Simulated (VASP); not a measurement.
A run of VASP 6.6.1 is set up as follows.

File POSCAR:

```
W
1.0
    0.0000000000      1.9885598007      1.9885598007
    1.9885598007      0.0000000000      1.9885598007
    1.9885598007      1.9885598007      0.0000000000
W
1
Direct
    0.0000000000      0.0000000000      0.0000000000
```

File INCAR.step1:

```
SYSTEM = W
  ALGO = Normal
  EDIFF = 1E-4
  ENCUT = 520
  GGA = PE
  ISMEAR = -1
  LASPH = .True.
  LCHARG = .False.
  LREAL = .False.
  LWAVE = .True.
  NBANDS = 13
  NELM = 100
  PREC = Accurate
  SIGMA = 0.1
```

The input INCAR.step2:

```
SYSTEM = W
  ALGO = Normal
  EDIFF = 1E-6
  ENCUT = 520
  ISIF = 2
  ISMEAR = -1
  ISTART = 1
  LASPH = .True.
  LCHARG = .False.
  LMIXTAU = .True.
  LREAL = .False.
  LWAVE = .False.
  METAGGA = R2SCAN
  NBANDS = 13
  NELM = 100
  PREC = Accurate
  SIGMA = 0.1
```

Contents of KPOINTS:

```
k-points
0
Gamma
  12 12 12
  0 0 0
```

Potentials or basis: VASP PAW PBE potentials, release 64 (W_sv).

Command:

```sh
$ cat potpaw_PBE.64/W_sv/POTCAR > POTCAR
$ cp INCAR.step1 INCAR
$ mpirun -np 1 vasp_std > vasp.out
$ cp INCAR.step2 INCAR
$ mpirun -np 1 vasp_std > vasp.out
```

**Question.** Predict the band gap on the k mesh.

**Answer.** Zero (band 7 reaches 14.21 eV, above the bottom of band 8 at 10.29 eV).

**Question.** Estimate the pressure.

**Answer.** 10.5 GPa.

Caveat: the PAW data sets were made with another functional, which shifts forces and pressure a little; spin-orbit coupling is left out, which moves the levels of the heavy elements.
